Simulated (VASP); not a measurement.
The system is BAs (zincblende type).

```
B As
1.0
     0.00000    2.40620    2.40620
     2.40620    0.00000    2.40620
     2.40620    2.40620    0.00000
B As
1 1
Direct
  0.00000 0.00000 0.00000
  0.25000 0.25000 0.25000
```

* Program: VASP 6.6.1
* Task: relaxation of cell and atoms
* Functional: LDA
* Potentials or basis: VASP PAW LDA potentials, release 64 (B, As)
* Cutoff: 600 eV
* k mesh: 15 × 15 × 15
* Occupations: fermi-dirac, width 0.05 eV
* Spin: no spin polarisation

At the start: pressure -5.9 GPa; volume 13.93 Å³/atom.

**Question.** How do energy, volume and symmetry change on relaxing?

**Answer.** Over 3 steps the energy falls by 11.5 meV/atom and the volume is 13.33 Å³/atom (-4.3 %); space group F-43m (No. 216, to 0.05 Å).

Step by step:
```csv
step,energy change (eV),largest force (eV/Å),pressure (GPa),volume (Å³)
1,0.0000,0.0000,-5.94,27.86
2,-0.0105,0.0000,4.98,25.83
3,-0.0231,0.0000,-0.02,26.67
```

Final structure:
```
B As
1.0
     0.00000    2.37123    2.37123
     2.37123    0.00000    2.37123
     2.37123    2.37123    0.00000
B As
1 1
Direct
  0.00000 0.00000 0.00000
  0.25000 0.25000 0.25000
```
